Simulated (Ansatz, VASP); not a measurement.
## CsI: VASP beside Ansatz

POSCAR

```
CsI
1.0
    4.6080836004      0.0000000000      0.0000000000
    0.0000000000      4.6080836004      0.0000000000
    0.0000000000      0.0000000000      4.6080836004
Cs I
1 1
Direct
    0.0000000000      0.0000000000      0.0000000000
    0.5000000000      0.5000000000      0.5000000000
```

File INCAR.step1:

```
  PREC = Accurate
  ENCUT = 550
  ISMEAR = 0
  SIGMA = 0.01
  LREAL = False
  LASPH = True
  NELM = 120
  NBANDS = 15
  GGA = PE
  ALGO = Normal
  EDIFF = 1E-5
  LWAVE = True
  LCHARG = False
  GGA_COMPAT = False
```

File INCAR.step2:

```
  PREC = Accurate
  ENCUT = 550
  EDIFF = 1E-6
  ISMEAR = 0
  SIGMA = 0.01
  LREAL = False
  LASPH = True
  NELM = 120
  ALGO = Normal
  ISIF = 2
  LWAVE = False
  LCHARG = False
  METAGGA = R2SCAN
  LMIXTAU = True
  NBANDS = 15
  ISTART = 1
  GGA_COMPAT = False
```

File KPOINTS:

```
Automatic mesh
0
Gamma
  6 6 6
```

Input for Ansatz:

```yaml
crystal:
  lattice:
    - [4.6080836004, 0.0, 0.0]
    - [0.0, 4.6080836004, 0.0]
    - [0.0, 0.0, 4.6080836004]
  atoms:
    - { symbol: Cs, position: [0.0, 0.0, 0.0] }
    - { symbol: I, position: [0.5, 0.5, 0.5] }
kpoints:
  mp_grid: { grid: [6, 6, 6] }
  band_path:
    path:
      - [0.0, 0.0, 0.0]
      - [0.0, 0.5, 0.0]
      - [0.5, 0.5, 0.0]
      - [0.5, 0.5, 0.5]
      - [0.0, 0.5, 0.5]
    npoints: 1
hamiltonian:
  xc: r2scan
scf:
  occupations: { method: fixed }
  n_extra_bands: 4
output:
  forces: true
  stress: true
  eigenvalues: true
```

Alike in both runs: task single point; functional r2SCAN; k mesh 6 × 6 × 6; no spin polarisation.

|  | VASP | Ansatz |
| --- | --- | --- |
| version | VASP 6.6.1 | Ansatz 0.2.0 |
| potentials or method | VASP PAW PBE potentials, release 64 (Cs_sv, I) | plane waves, PAW |
| plane-wave cutoff (eV) | 550 | 500 |
| occupations | gaussian, width 0.01 eV | fixed |
| valence electrons in the cell | 16 | 26 |

VASP gave:

- gap on the k mesh at the Fermi level (eV): 4.50
- pressure (GPa): 0.1

Q: Which values does Ansatz return?

A: gap on the k mesh at the Fermi level (eV): 4.52; pressure (GPa): 0.0.

VASP's potentials were made for PBE, not for r2SCAN. VASP's potentials hold 16 valence electrons a cell and Ansatz's 26, so a difference there can come from the potentials and not from the codes.

Spin-orbit coupling is off throughout.
